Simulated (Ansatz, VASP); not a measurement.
ZnNi: VASP beside Ansatz

```
CELL_PARAMETERS angstrom
2.80663 0.00000 0.00000
0.00000 2.80663 0.00000
0.00000 0.00000 2.80663
ATOMIC_POSITIONS crystal
Zn 0.50000 0.50000 0.50000
Ni 0.00000 0.00000 0.00000
```

Alike in both runs: functional LDA; k mesh 14 × 14 × 14; occupations gaussian, width 0.1 eV; no spin polarisation.

Ansatz relaxed the structure, and its values are those at the end. VASP's run is a single point on that final structure, the one shown.

|  | VASP | Ansatz |
| --- | --- | --- |
| version | VASP 6.6.1 | Ansatz 0.2.0 |
| potentials or method | VASP PAW LDA potentials, release 64 (Zn, Ni_sv_GW), cutoff 690 eV | scalar-relativistic, plane waves, PAW |
| valence electrons in the cell | 30 | 30 |

```tsv
	VASP	Ansatz	Ansatz less VASP
gap on the k mesh at the Fermi level (eV)	none	none	-
pressure (GPa)	-0.2	0.0	+0.18
```

LDA's correlation is that of Perdew and Zunger in VASP and of Perdew and Wang (1992) in Ansatz. A gap of «none» marks a metal or a gap that the smearing closes.
